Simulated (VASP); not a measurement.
A run of VASP 6.6.1:

File INCAR:

```
ALGO = Normal
EDIFF = 1E-6
ENCUT = 520
GGA = RE
ISIF = 2
ISMEAR = -1
LASPH = True
LCHARG = False
LREAL = False
LWAVE = False
NBANDS = 10
NELM = 80
PREC = Accurate
SIGMA = 0.1
```

Contents of KPOINTS:

```
k-points
0
Gamma
  10 10 10
```

POSCAR

```
Al
1.0
    0.0000000000      3.1215892333      3.1215892333
    3.1215892333      0.0000000000      3.1215892333
    3.1215892333      3.1215892333      0.0000000000
Al
2
Direct
    0.1250000000      0.1250000000      0.1250000000
    0.8750000000      0.8750000000      0.8750000000
```

Potentials or basis: VASP PAW PBE potentials, release 64 (Al).

The run is started by

```console
$ cat potpaw_PBE.64/Al/POTCAR > POTCAR
$ mpirun -np 1 vasp_std > vasp.out
```

Hardware: 1 thread of Intel Xeon 8259CL, on a shared host.

**Question.** Estimate the wall time of this run.

**Answer.** It took 27 s on 1 thread of Intel Xeon 8259CL, with other jobs on the host, peak memory 0.2 GiB. Counts: scf iterations 11, k points 47.
